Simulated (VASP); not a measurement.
## Te2Mo: electric field gradients with LDA

The system is Te2Mo.

```
CELL_PARAMETERS angstrom
3.51820 0.00000 0.00000
-1.75910 3.04685 0.00000
0.00000 0.00000 13.97360
ATOMIC_POSITIONS crystal
Te 0.33333 0.66667 0.62009
Te 0.66667 0.33333 0.12009
Te 0.33333 0.66667 0.87991
Te 0.66667 0.33333 0.37991
Mo 0.33333 0.66667 0.25000
Mo 0.66667 0.33333 0.75000
```

| Quantity | Value |
| --- | --- |
| Program | VASP 6.6.1 |
| Task | electric field gradients |
| Functional | LDA |
| Potentials or basis | VASP PAW LDA potentials, release 64 (Te, Mo_sv) |
| Cutoff | 520 eV |
| k mesh | 14 × 14 × 3 |
| Occupations | fermi-dirac, width 0.02 eV |
| Spin | no spin polarisation |
| Dipole correction | no |
| Further INCAR settings | ALGO = Normal; EDIFF = 1e-08; NBANDS = 35 |

```yaml
Pressure: -3.5 GPa
Largest_force: 0.413 eV/Å
Band_gap_on_the_k_mesh: 0.70 eV (least direct gap 1.10 eV)
Largest_electric_field_gradient_by_atom: Te -171.9; Mo -72.4 V/Å²
```

Forces in eV/Å, atoms in the order of the input:
```
Te   0.000  0.000  0.413
Te   0.000  0.000  0.413
Te   0.000  0.000 -0.413
Te   0.000  0.000 -0.413
Mo   0.000  0.000  0.000
Mo   0.000  0.000  0.000
```

Stress tensor (GPa, compression positive):
```
-3.31  0.00  0.00
 0.00 -3.31  0.00
 0.00  0.00 -3.90
```

Levels at points of the mesh, in eV from the valence-band top:
```tsv
k point	band 23	band 24	band 25	band 26	band 27	band 28	band 29	band 30
(0.00, 0.00, 0.00)	-0.98	-0.98	-0.29	0.00	2.88	2.88	3.02	3.02
(0.50, 0.00, 0.00)	-0.99	-0.94	-0.58	-0.27	1.27	1.33	1.43	1.79
```

Electric field gradients, principal values (V/Å²):
```tsv
atom	least	middle	greatest (by size)
1 Te	85.947	85.948	-171.895
2 Te	85.947	85.948	-171.895
3 Te	85.947	85.948	-171.895
4 Te	85.947	85.948	-171.895
5 Mo	36.211	36.212	-72.423
6 Mo	36.211	36.212	-72.423
```

It took 3.8 min on 1 thread of Intel(R) Xeon(R) Platinum 8488C (Sapphire Rapids) (shared host), peak memory 0.35 GiB.

Caveat: the cell stands under tension; without QUAD_EFG the Cq values of the log hold for a quadrupole moment of 1 mb, not for the nuclei; spin-orbit coupling is left out, which moves the levels of the heavy elements; an odd mesh through Γ misses points on the zone boundary, where band edges can lie.
